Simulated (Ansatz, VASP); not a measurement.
Two plane-wave programs on RbBr

File POSCAR:

```
RbBr
1.0
    4.1279266522      0.0000000000      0.0000000000
    0.0000000000      4.1279266522      0.0000000000
    0.0000000000      0.0000000000      3.9834492194
Rb Br
1 1
Direct
    0.0000000000      0.0000000000      0.0000000000
    0.5000000000      0.5000000000      0.5000000000
```

The input INCAR.step1:

```
SYSTEM = RbBr
PREC     = Accurate       ! precision mode
ENCUT    = 520            ! plane-wave cutoff, eV
EDIFF    = 1E-5           ! SCF threshold, eV
ISMEAR   = 0              ! smearing method
SIGMA    = 0.01           ! smearing width, eV
LREAL    = .FALSE.        ! projectors in reciprocal space
LASPH    = .TRUE.         ! aspherical terms in the spheres
NELM     = 100            ! most SCF steps
ALGO     = Normal         ! electronic algorithm
ISIF     = 2              ! what is computed and relaxed
LWAVE    = .TRUE.         ! write WAVECAR
LCHARG   = .FALSE.        ! write CHGCAR
GGA      = PE             ! functional
NBANDS   = 15             ! bands
```

The input INCAR.step2:

```
SYSTEM = RbBr
PREC     = Accurate       ! precision mode
ENCUT    = 520            ! plane-wave cutoff, eV
EDIFF    = 1E-6           ! SCF threshold, eV
ISMEAR   = 0              ! smearing method
SIGMA    = 0.01           ! smearing width, eV
LREAL    = .FALSE.        ! projectors in reciprocal space
LASPH    = .TRUE.         ! aspherical terms in the spheres
NELM     = 100            ! most SCF steps
ALGO     = Normal         ! electronic algorithm
ISIF     = 2              ! what is computed and relaxed
LWAVE    = .FALSE.        ! write WAVECAR
LCHARG   = .FALSE.        ! write CHGCAR
GGA      = PE             ! functional
LHFCALC  = .TRUE.         ! exact exchange
HFSCREEN = 0.2079         ! screening, 1/A
PRECFOCK = Normal       
ISTART   = 1            
NBANDS   = 15             ! bands
```

The input KPOINTS:

```
regular mesh
0
G
  4 4 4
  0 0 0
```

Input for Ansatz:

```yaml
crystal:
  lattice:
    - [4.1279266522, 0.0, 0.0]
    - [0.0, 4.1279266522, 0.0]
    - [0.0, 0.0, 3.9834492194]
  atoms:
    - { symbol: Rb, position: [0.0, 0.0, 0.0] }
    - { symbol: Br, position: [0.5, 0.5, 0.5] }
kpoints:
  mp_grid: { grid: [4, 4, 4] }
  band_path:
    path: [[0.0, 0.0, 0.0], [0.0, 0.5, 0.0], [0.5, 0.5, 0.0], [0.5, 0.5, 0.5]]
    npoints: 1
hamiltonian:
  xc: hse06
scf:
  occupations: { method: fixed }
  n_extra_bands: 4
output:
  forces: true
  stress: true
  eigenvalues: true
```

Change from the starting cell: uniaxial_z strain -3.5%.

Alike in both runs: task single point; functional HSE06; k mesh 4 × 4 × 4; no spin polarisation.

```csv
,VASP,Ansatz
version,VASP 6.6.1,Ansatz 0.2.0
potentials or method,"VASP PAW PBE potentials, release 64 (Rb_sv, Br)","plane waves, PAW"
plane-wave cutoff (eV),520,420
occupations,"gaussian, width 0.01 eV",fixed
valence electrons in the cell,16,16
```

|  | VASP | Ansatz | Ansatz less VASP |
| --- | --- | --- | --- |
| gap on the k mesh at the Fermi level (eV) | 5.26 | 5.26 | -0.001 |
| pressure (GPa) | 1.1 | 1.1 | -0.01 |
| traceless stress, the component that is largest in VASP (GPa) | 0.77 | 0.77 | 0.000 |

Ansatz's warnings: stress exchange threshold loose, stress scf threshold loose.
